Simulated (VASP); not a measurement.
# Hf4Te (P6/mmm) in VASP: notebook

Runs on Hf4Te. Level: PBE. Tasks: single point, relaxation of cell and atoms.

Program: VASP 6.6.1. These are calculated values, not measurements. Logs are shortened: lines on timing, memory, paths and dates and some standing lists are left out, and cuts for length are marked.

### 1 The cell of the first run

The structure is hexagonal, space group P6/mmm (No. 191). Conventional cell: a = 4.231 Å, b = 4.231 Å, c = 7.564 Å, α = 90.00°, β = 90.00°, γ = 120.00°. Hf (site symmetry -6m2) has 9 Hf at 2.44 to 2.78 Å within 3.2 Å. Within 3.3 Å of Hf (site symmetry 6mm) lie 1 Te at 2.46 Å and 7 Hf at 2.64 to 2.78 Å. Within 3.3 Å of Te (site symmetry 6/mmm) lie 2 Hf at 2.46 Å.

The cell was generated, and may not be a known phase.

### 2 Single point, PBE

The input, INCAR:

```
PREC = Accurate
ENCUT = 520
EDIFF = 1E-6
ISMEAR = 0
SIGMA = 0.1
LREAL = False
LASPH = True
NELM = 100
ALGO = Fast
ISIF = 2
LWAVE = False
LCHARG = False
GGA = PE
NBANDS = 31
```

The input, KPOINTS:

```
regular mesh
0
Gamma
  6 6 2
```

The input, POSCAR:

```
Hf4Te
1.0
    4.2313919200      0.0000000000      0.0000000000
   -2.1156959600      3.6644929000      0.0000000000
    0.0000000000      0.0000000000      7.5642341100
Hf Te
4 1
Direct
    0.3333333300      0.6666666700      0.5000000000
    0.6666666700      0.3333333300      0.5000000000
    0.0000000000      0.0000000000      0.6743328500
    0.0000000000      0.0000000000      0.3256671500
    0.0000000000      0.0000000000      0.0000000000
```

Potentials or basis: VASP PAW PBE potentials, release 64 (Hf_pv, Te).

Run with:

```sh
$ cat potpaw_PBE.64/Hf_pv/POTCAR potpaw_PBE.64/Te/POTCAR > POTCAR
$ mpirun -np 1 vasp_std > vasp.out
```

OUTCAR:

```text
PREC = Accurate
   ENCUT = 520
   EDIFF = 1E-6
   ISMEAR = 0
   LREAL = False
   LASPH = True
   NELM = 100
   ISIF = 2
   GGA = PE

 ion  position               nearest neighbor table
   1  0.333  0.667  0.500-   2 2.44   2 2.44   2 2.44   4 2.78   3 2.78   4 2.78   3 2.78   4 2.78
                             3 2.78
   2  0.667  0.333  0.500-   1 2.44   1 2.44   1 2.44   4 2.78   3 2.78   3 2.78   4 2.78   3 2.78
                             4 2.78
   3  0.000  0.000  0.674-   5 2.46   4 2.64   1 2.78   2 2.78   2 2.78   1 2.78   2 2.78   1 2.78

   4  0.000  0.000  0.326-   5 2.46   3 2.64   1 2.78   2 2.78   2 2.78   1 2.78   2 2.78   1 2.78

   5  0.000  0.000  0.000-   3 2.46   4 2.46

  LATTYP: Found a hexagonal cell.
 ALAT       =     4.2313919200
 C/A-ratio  =     1.7876467727

  Lattice vectors:

 A1 = (   4.2313919200,   0.0000000000,   0.0000000000)
 A2 = (  -2.1156959600,   3.6644929000,   0.0000000000)
 A3 = (   0.0000000000,   0.0000000000,   7.5642341100)

Analysis of symmetry for initial positions (statically):
=====================================================================
 Subroutine PRICEL returns:
 Original cell was already a primitive cell.

 Routine SETGRP: Setting up the symmetry group for a
 hexagonal supercell.

 Subroutine GETGRP returns: Found 24 space group operations
 (whereof 24 operations were pure point group operations)
 out of a pool of 24 trial point group operations.

The static configuration has the point symmetry D_6h.

Analysis of symmetry for dynamics (positions and initial velocities):
=====================================================================
 Subroutine PRICEL returns:
 Original cell was already a primitive cell.

 Routine SETGRP: Setting up the symmetry group for a
 hexagonal supercell.

 Subroutine GETGRP returns: Found 24 space group operations
 (whereof 24 operations were pure point group operations)
 out of a pool of 24 trial point group operations.

The dynamic configuration has the point symmetry D_6h.

 Subroutine INISYM returns: Found 24 space group operations
 (whereof 24 operations are pure point group operations),
 and found     1 'primitive' translations

----------------------------------------------------------------------------------------

                                     Primitive cell

  volume of cell :     117.2903

  direct lattice vectors                    reciprocal lattice vectors
[... 84 lines left out ...]
   EDIFFG = 0.1E-04   stopping-criterion for IOM
   NSW    =      0    number of steps for IOM
   IBRION =     -1    ionic relax: 0-MD 1-quasi-New 2-CG
   NFREE  =      0    steps in history (QN), initial steepest desc. (CG)
   ISIF   =      2    stress and relaxation
   ISYM   =      2    0-nonsym 1-usesym 2-fastsym
   POTIM  = 0.5000    time-step for ionic-motion
   TEBEG  =    0.0;   TEEND  =   0.0 temperature during run
   PSTRESS=    0.0 pullay stress
   NELECT =      46.0000    total number of electrons
   NUPDOWN=      -1.0000    fix difference up-down
   EMIN   =  10.00;   EMAX   =-10.00  energy-range for DOS
   EFERMI =   0.00;   METHOD = LEGACY
   ISMEAR =     0;   SIGMA  =   0.10  broadening in eV -4-tet -1-fermi 0-gaus
   EFERMI_NEDOS =   21; number of points for ismear=-14 and -15
   IALGO  =     68    algorithm
   IMIX   =      4    mixing-type and parameters
     AMIX     =   0.40;   BMIX     =  1.00
     AMIX_MAG =   1.60;   BMIX_MAG =  1.00
  volume/ion in A,a.u.               =      23.46       158.30
  Fermi-wavevector in a.u.,A,eV,Ry     =   1.198322  2.264500 19.537623  1.435975
  Thomas-Fermi vector in A             =   2.334214
   LORBIT       =      0    0 simple, 1 ext, 2 COOP (PROOUT), +10 PAW based schemes
   GGA     = PE    functional components
   LHFCALC =     F    Hartree Fock is set to
   AEXX    =    0.0000 exact exchange contribution
   IVDW    =     0    specifies the selected vdW correction
   LEPSILON=     F    determine dielectric tensor
   LRPA    =     F    only Hartree local field effects (RPA)
 non-spin polarized calculation
 RMM-DIIS sequential band-by-band and
 Gauss-broadening in eV      SIGMA  =   0.10
  energy-cutoff  :      520.00
  volume of cell :      117.29
 maximum number of plane-waves:      3192
 NGX is ok and might be reduce to    32
   NGX = 15   NGY = 15   NGZ = 29

 number of electron      46.0000005 magnetization

 Free energy of the ion-electron system (eV)
  ---------------------------------------------------
  ext. energy  EPLUGINS =         0.00000000
  ---------------------------------------------------
  free energy    TOTEN  =       -35.14025602 eV

  energy without entropy =      -35.11635330  energy(sigma->0) =      -35.12830466

 E-fermi :   4.6497     XC(G=0): -10.4559

 val. band max:        4.6481505902   @ k =   0.3333   0.3333   0.0000
 cond. band min:       4.6920343369   @ k =   0.3333   0.1667   0.0000
 fundamental gap:      0.0438837467
 Fermi energy:         4.6497262715

 k-point     1 :       0.0000    0.0000    0.0000
  band No.  band energies     occupation
      1     -26.3157      2.00000
      2     -26.3157      2.00000
      3     -26.0588      2.00000
      4     -25.8211      2.00000
      5     -25.8211      2.00000
      6     -25.4023      2.00000
[... 465 lines left out ...]
     30       8.7546      0.00000
     31       9.1135      0.00000

------------------------ aborting loop because EDIFF is reached ----------------------------------------

  FORCE on cell =-STRESS in cart. coord.  units (eV):
  Direction    XX          YY          ZZ          XY          YZ          ZX
  --------------------------------------------------------------------------------------
  -------------------------------------------------------------------------------------
  Total       28.6119146     28.6119146     38.5173309      0.0000000     -0.0000000      0.0000000
  in kB      390.8367589    390.8367598    526.1440566      0.0000000     -0.0000000      0.0000000
  external PRESSURE =     435.9391918 kB  Pullay stress =       0.0000000 kB

 VOLUME and BASIS-vectors are now :
 -----------------------------------------------------------------------------
  energy-cutoff  :      520.00
  volume of cell :      117.29
      direct lattice vectors                 reciprocal lattice vectors
     4.231391920  0.000000000  0.000000000     0.236328853  0.136444527  0.000000000
    -2.115695960  3.664492900  0.000000000     0.000000000  0.272889054  0.000000000
     0.000000000  0.000000000  7.564234110     0.000000000  0.000000000  0.132201091

 POSITION                                       TOTAL-FORCE (eV/Angst)
 -----------------------------------------------------------------------------------
     -0.00000      2.44300      3.78212         0.000000     -0.000000      0.000000
      2.11570      1.22150      3.78212        -0.000000      0.000000      0.000000
      0.00000      0.00000      5.10081         0.000000     -0.000000      2.881581
      0.00000      0.00000      2.46342         0.000000      0.000000     -2.881581
      0.00000      0.00000      0.00000         0.000000      0.000000      0.000000
 -----------------------------------------------------------------------------------
    total drift:                                0.000000      0.000000     -0.000000

  FREE ENERGIE OF THE ION-ELECTRON SYSTEM (eV)
  ---------------------------------------------------
  free  energy   TOTEN  =       -35.1402560206 eV

  energy  without entropy=      -35.1163533003  energy(sigma->0) =      -35.12830466
```

Run time: 36 s. Hardware: 1 thread of Intel Xeon Platinum 8488C (Sapphire Rapids), shared host; peak memory 0.24 GiB.

What came out:

| Item | Value |
| --- | --- |
| Free energy | -35.1403 eV |
| Pressure | 43.6 GPa |
| Largest force | 2.882 eV/Å |
| Band gap on the k mesh | zero (bands 23 and 24 overlap by 1.06 eV) |

Forces in eV/Å, atoms in the order of the input:
```
Hf   0.000  0.000  0.000
Hf   0.000  0.000  0.000
Hf   0.000  0.000  2.882
Hf   0.000  0.000 -2.882
Te   0.000  0.000  0.000
```

Caveat: the k points lie up to 0.42 Å⁻¹ apart, too coarse for converged energies and pressures of a metal; spin-orbit coupling is left out, which moves the levels of the heavy elements; forces of over 1 eV/Å act on the atoms, so gaps and moduli don't describe the material at rest.

### 3 Single point, PBE

This run uses another cell than the first one, of 33.83 Å³/atom.

The input, INCAR:

```
  PREC = Accurate
  ENCUT = 520
  EDIFF = 1E-6
  ISMEAR = 0
  SIGMA = 0.1
  LREAL = False
  LASPH = True
  NELM = 80
  ALGO = Normal
  ISIF = 2
  LWAVE = False
  LCHARG = False
  GGA = PE
  NBANDS = 31
```

The input, KPOINTS:

```
Automatic mesh
0
Gamma
  6 6 2
```

The input, POSCAR:

```
Hf4Te
1.0
    4.7947042124      0.0000000000      0.0000000000
   -2.3973521062      4.1523356516      0.0000000000
    0.0000000000      0.0000000000      8.4963777411
Hf Te
4 1
Direct
    0.3333333333      0.6666666667      0.5000000000
    0.6666666667      0.3333333333      0.5000000000
    0.0000000000      0.0000000000      0.6790775772
    0.0000000000      0.0000000000      0.3209224228
    0.0000000000      0.0000000000      0.0000000000
```

Potentials or basis: VASP PAW PBE potentials, release 64 (Hf_pv, Te).

Run with:

```sh
$ cat potpaw_PBE.64/Hf_pv/POTCAR potpaw_PBE.64/Te/POTCAR > POTCAR
$ mpirun -np 1 vasp_std > vasp.out
```

Run time: 46 s. Hardware: 1 thread of Intel Xeon Platinum 8488C (Sapphire Rapids), shared host; peak memory 0.29 GiB.

The run converged. Its results:

```yaml
Free_energy: -40.4697 eV
Pressure: -0.1 GPa
Largest_force: 0.035 eV/Å
Band_gap_on_the_k_mesh: zero (bands 23 and 24 overlap by 0.82 eV)
```

Forces on the atoms (eV/Å):
```
Hf   0.000  0.000  0.000
Hf   0.000  0.000  0.000
Hf   0.000  0.000 -0.035
Hf   0.000  0.000  0.035
Te   0.000  0.000  0.000
```

Stress tensor (GPa, compression positive):
```
-0.09  0.00  0.00
 0.00 -0.09  0.00
 0.00  0.00 -0.18
```

Levels at points of the mesh, in eV from the Fermi level:
| k point | band 21 | band 22 | band 23 | band 24 | band 25 | band 26 |
| --- | --- | --- | --- | --- | --- | --- |
| (0.00, 0.00, 0.00) | -1.01 | -0.01 | -0.01 | 0.44 | 0.44 | 2.14 |
| (0.50, 0.00, 0.00) | -0.40 | -0.22 | 0.52 | 0.77 | 1.03 | 1.10 |
| (0.00, 0.00, 0.50) | -1.09 | -0.37 | -0.37 | 0.45 | 0.45 | 2.53 |
| (0.50, 0.00, 0.50) | -0.67 | -0.40 | -0.09 | 0.92 | 1.11 | 1.17 |

Caveat: the k points lie up to 0.37 Å⁻¹ apart, too coarse for converged energies and pressures of a metal; spin-orbit coupling is left out, which moves the levels of the heavy elements.

### 4 Relaxation of cell and atoms, PBE

The input, INCAR:

```
SYSTEM = Hf4Te
PREC = Accurate ; ENCUT = 600
EDIFF = 1E-6 ; ISMEAR = 0
SIGMA = 0.1 ; LREAL = .False.
LASPH = .True. ; NELM = 60
ALGO = Fast ; ISIF = 3
LWAVE = .False. ; LCHARG = .False.
GGA = PE ; IBRION = 2
NSW = 90 ; EDIFFG = -0.04
```

The input, KPOINTS:

```
regular mesh
0
Gamma
  6 6 2
  0 0 0
```

The input, POSCAR:

```
Hf4Te
1.0
    4.2313919200      0.0000000000      0.0000000000
   -2.1156959600      3.6644929000      0.0000000000
    0.0000000000      0.0000000000      7.5642341100
Hf Te
4 1
Direct
    0.3333333300      0.6666666700      0.5000000000
    0.6666666700      0.3333333300      0.5000000000
    0.0000000000      0.0000000000      0.6743328500
    0.0000000000      0.0000000000      0.3256671500
    0.0000000000      0.0000000000      0.0000000000
```

Run with:

```sh
$ cat potpaw_PBE.64/Hf_pv/POTCAR potpaw_PBE.64/Te/POTCAR > POTCAR
$ mpirun -np 1 vasp_std > vasp.out
```

Wall time 9.8 min (1 thread of Intel Xeon Platinum 8488C (Sapphire Rapids), shared host); peak memory 0.3 GiB.

Results (log left out):

* Free energy: -40.4647 eV
* Relaxed volume: 33.76 Å³/atom
* Relaxed cell: a = 4.792 Å, b = 4.792 Å, c = 8.487 Å, α = 90.00°, β = 90.00°, γ = 120.00°
* Space group after relaxing (to 0.1 Å): P6/mmm (No. 191)
* Energy gained by relaxing: 1064.6 meV/atom
* Ionic steps: 10
* Pressure after relaxing: 0.0 GPa
* Band gap on the k mesh: zero (bands 23 and 24 overlap by 0.82 eV)

The path:
| step | energy change (eV) | largest force (eV/Å) | pressure (GPa) | volume (Å³) |
| --- | --- | --- | --- | --- |
| 1 | 0.0000 | 2.8832 | 43.59 | 117.29 |
| 2 | -0.0258 | 0.8136 | -11.14 | 261.94 |
| 3 | -5.2010 | 0.5417 | -1.70 | 171.02 |
| 4 | -5.2530 | 0.4501 | -0.49 | 167.24 |
| 5 | -5.2583 | 0.3979 | 0.38 | 164.96 |
| 6 | -5.2574 | 0.4228 | -0.05 | 166.02 |
| 7 | -5.3022 | 0.4010 | -0.08 | 167.63 |
| 8 | -5.3160 | 0.3664 | -0.10 | 168.98 |
| 9 | -5.3229 | 0.0563 | 0.04 | 168.76 |
| 10 | -5.3231 | 0.0019 | 0.02 | 168.79 |

Final structure:
```
Hf Te
1.0
     4.79219    0.00000    0.00000
    -2.39610    4.15016    0.00000
     0.00000    0.00000    8.48668
Hf Te
4 1
Direct
  0.33333 0.66667 0.50000
  0.66667 0.33333 0.50000
  0.00000 0.00000 0.67887
  0.00000 0.00000 0.32113
  0.00000 0.00000 0.00000
```

Levels at points of the mesh, in eV from the Fermi level:
```tsv
k point	band 19	band 20	band 21	band 22	band 23	band 24	band 25	band 26	band 27
(0.00, 0.00, 0.00)	-1.09	-1.09	-1.01	-0.01	-0.01	0.44	0.44	2.15	2.15
(0.50, 0.00, 0.00)	-1.39	-1.30	-0.40	-0.22	0.52	0.77	1.03	1.10	1.46
(0.00, 0.00, 0.50)	-1.16	-1.09	-1.09	-0.37	-0.37	0.45	0.45	2.55	2.55
(0.50, 0.00, 0.50)	-1.30	-1.01	-0.67	-0.40	-0.10	0.93	1.10	1.17	1.42
```

Caveat: the k points lie up to 0.37 Å⁻¹ apart in the final cell, too coarse for converged energies and pressures of a metal; the volume moved by over 15 % at a fixed basis, so the end points are rough; spin-orbit coupling is left out, which moves the levels of the heavy elements.

### 5 Single point, PBE

This run uses another cell than the first one, of 33.92 Å³/atom.

The input, INCAR:

```
SYSTEM = Hf4Te
PREC = Accurate ; ENCUT = 520
EDIFF = 1E-6 ; ISMEAR = 0
SIGMA = 0.1 ; LREAL = .FALSE.
LASPH = .TRUE. ; NELM = 80
ALGO = Fast ; ISIF = 2
LWAVE = .FALSE. ; LCHARG = .TRUE.
GGA = PE ; LELF = .TRUE.
LVHAR = .TRUE. ; NBANDS = 31
```

The input, KPOINTS:

```
Automatic mesh
0
G
  12 12 6
  0 0 0
```

The input, POSCAR:

```
Hf4Te
1.0
    4.8020182898      0.0000000000      0.0000000000
   -2.4010091449      4.1586698284      0.0000000000
    0.0000000000      0.0000000000      8.4917944872
Hf Te
4 1
Direct
    0.3333333333      0.6666666667      0.5000000000
    0.6666666667      0.3333333333      0.5000000000
    0.0000000000      0.0000000000      0.6790549476
    0.0000000000      0.0000000000      0.3209450524
    0.0000000000      0.0000000000      0.0000000000
```

Run with:

```sh
$ cat potpaw_PBE.64/Hf_pv/POTCAR potpaw_PBE.64/Te/POTCAR > POTCAR
$ mpirun -np 1 vasp_std > vasp.out
```

Run time: 6 min. Hardware: 1 thread of Intel Xeon Platinum 8488C (Sapphire Rapids), shared host; peak memory 0.5 GiB.

The run converged. Its results:

```yaml
Free_energy: -40.4394 eV
Pressure: -0.2 GPa
Largest_force: 0.035 eV/Å
Band_gap_on_the_k_mesh: zero (bands 23 and 24 overlap by 0.90 eV)
```

Forces in eV/Å, atoms in the order of the input:
```
Hf   0.000  0.000  0.000
Hf   0.000  0.000  0.000
Hf   0.000  0.000 -0.035
Hf   0.000  0.000  0.035
Te   0.000  0.000  0.000
```

Levels at points of the mesh, in eV from the Fermi level:
| k point | band 21 | band 22 | band 23 | band 24 | band 25 | band 26 |
| --- | --- | --- | --- | --- | --- | --- |
| (0.00, 0.00, 0.00) | -1.04 | -0.02 | -0.02 | 0.39 | 0.39 | 2.10 |
| (0.50, 0.00, 0.00) | -0.44 | -0.24 | 0.48 | 0.73 | 1.00 | 1.05 |
| (0.00, 0.00, 0.50) | -1.12 | -0.37 | -0.37 | 0.40 | 0.40 | 2.49 |
| (0.50, 0.00, 0.50) | -0.67 | -0.44 | -0.12 | 0.88 | 1.05 | 1.13 |

Caveat: spin-orbit coupling is left out, which moves the levels of the heavy elements.

### 6 Overview

```csv
task,cell,k mesh,cutoff (eV),gap on the mesh (eV),pressure (GPa),largest force (eV/Å)
single point,"a = 4.231, b = 4.231, c = 7.564 Å, angles 90.0, 90.0, 120.0°, 5 atoms, atomic positions A",6 × 6 × 2,520,none,43.6,2.88
single point,"a = 4.795, b = 4.795, c = 8.496 Å, angles 90.0, 90.0, 120.0°, 5 atoms, atomic positions B",6 × 6 × 2,520,none,-0.1,0.03
relaxation of cell and atoms,"relaxed from a = 4.231, b = 4.231, c = 7.564 Å, angles 90.0, 90.0, 120.0°, 5 atoms, atomic positions A",6 × 6 × 2,600,none,0.0,-
single point,"a = 4.802, b = 4.802, c = 8.492 Å, angles 90.0, 90.0, 120.0°, 5 atoms, atomic positions B",12 × 12 × 6,520,none,-0.2,0.03
```

Alike in all rows: level PBE; potentials or basis VASP PAW PBE potentials, release 64 (Hf_pv, Te); no spin polarisation; smearing gaussian 0.1 eV.

Caveats: some runs use coarse meshes; spin-orbit coupling is left out, which moves the levels of the heavy elements; forces of over 1 eV/Å act on the atoms, so gaps and moduli don't describe the material at rest (at least some runs); the volume moved by over 15 % at a fixed basis, so the end points are rough (at least some runs).

Absolute energies hang on the potentials; compare differences alone.

The gap in the log of VASP goes by the Fermi energy; the results here count the filled bands.